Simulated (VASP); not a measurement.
A run of VASP 6.6.1 is set up as follows.

File INCAR:

```
SYSTEM = Sr3SiTe
ALGO = Normal
EDIFF = 1E-6
ENCUT = 500
GGA = PE
GGA_COMPAT = .False.
ISIF = 2
ISMEAR = 0
LASPH = .True.
LCHARG = .False.
LREAL = .False.
LWAVE = .False.
NBANDS = 51
NELM = 120
PREC = Accurate
SIGMA = 0.2
```

File KPOINTS:

```
k-points
0
Gamma
  4 4 2
  0 0 0
```

File POSCAR:

```
Sr3SiTe
1.0
    0.0000000000      5.9554682584      0.0000000000
    0.0000000000      0.0000000000      6.1806115769
   11.9109365168      0.0000000000      0.0000000000
Sr Si Te
6 2 2
Direct
    0.0000000000      0.9370531419      0.2500000000
    0.0000000000      0.9370531419      0.7500000000
    0.5000000000      0.9370531419      0.5000000000
    0.5000000000      0.9370531419      0.0000000000
    0.0000000000      0.4880386621      0.0000000000
    0.0000000000      0.4880386621      0.5000000000
    0.0000000000      0.0064331933      0.5000000000
    0.0000000000      0.0064331933      1.0000000000
    0.5000000000      0.6314218608      0.2500000000
    0.5000000000      0.6314218608      0.7500000000
```

Potentials or basis: VASP PAW PBE potentials, release 64 (Sr_sv, Si, Te).

Run with:

```console
$ cat potpaw_PBE.64/Sr_sv/POTCAR potpaw_PBE.64/Si/POTCAR potpaw_PBE.64/Te/POTCAR > POTCAR
$ mpirun -np 1 vasp_std > vasp.out
```

**Question.** What does it give for the largest force?

**Answer.** 0.004 eV/Å.

**Question.** What does it give for the pressure?

**Answer.** 0.0 GPa.

**Question.** What does it give for the band gap on the k mesh?

**Answer.** Zero (filled and empty bands touch).

Forces on the atoms (eV/Å):
```
Sr   0.000  0.000  0.001
Sr   0.000  0.000  0.001
Sr   0.000  0.000  0.001
Sr   0.000  0.000  0.001
Sr   0.000  0.000 -0.002
Sr   0.000  0.000 -0.002
Si   0.000  0.000  0.004
Si   0.000  0.000  0.004
Te   0.000  0.000 -0.004
Te   0.000  0.000 -0.004
```

Caveat: semilocal functionals underestimate gaps, and a narrow one can read as zero; spin-orbit coupling is left out, which moves the levels of the heavy elements.
